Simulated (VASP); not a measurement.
A run of VASP 6.6.1 is set up as follows.

The input INCAR:

```
SYSTEM = P
PREC = Accurate
ENCUT = 520
EDIFF = 1E-6
ISMEAR = 0
SIGMA = 0.15
LREAL = .False.
LASPH = .True.
NELM = 100
ALGO = Normal
ISIF = 2
LWAVE = .False.
LCHARG = .False.
GGA = PE
IVDW = 12
NBANDS = 12
```

Contents of KPOINTS:

```
Automatic mesh
0
Gamma
  24 24 24
  0 0 0
```

The input POSCAR:

```
P
1.0
    1.5767427188      0.9103328331      3.1524195371
   -1.5767427188      0.9103328331      3.1524195371
    0.0000000000     -1.8206656662      3.1524195371
P
2
Direct
    0.2336660455      0.2336660455      0.2336660455
    0.7663339545      0.7663339545      0.7663339545
```

Potentials or basis: VASP PAW PBE potentials, release 64 (P).

Run with:

```console
$ cat potpaw_PBE.64/P/POTCAR > POTCAR
$ mpirun -np 1 vasp_std > vasp.out
```

(1) Predict the dispersion energy per atom.

(2) What does it give for the largest force?

(3) What does it give for the band gap on the k mesh?

(4) What does it give for the pressure?

Results:

(1) -0.520 eV.

(2) 0.181 eV/Å.

(3) zero (band 5 reaches 12.98 eV, above the bottom of band 6 at 10.00 eV).

(4) 14.1 GPa.

Caveat: the cell differs from its parent crystal (strain -0.080 along x and y, +0.080 along z); pairwise dispersion overbinds metals, which lowers pressure and volume.
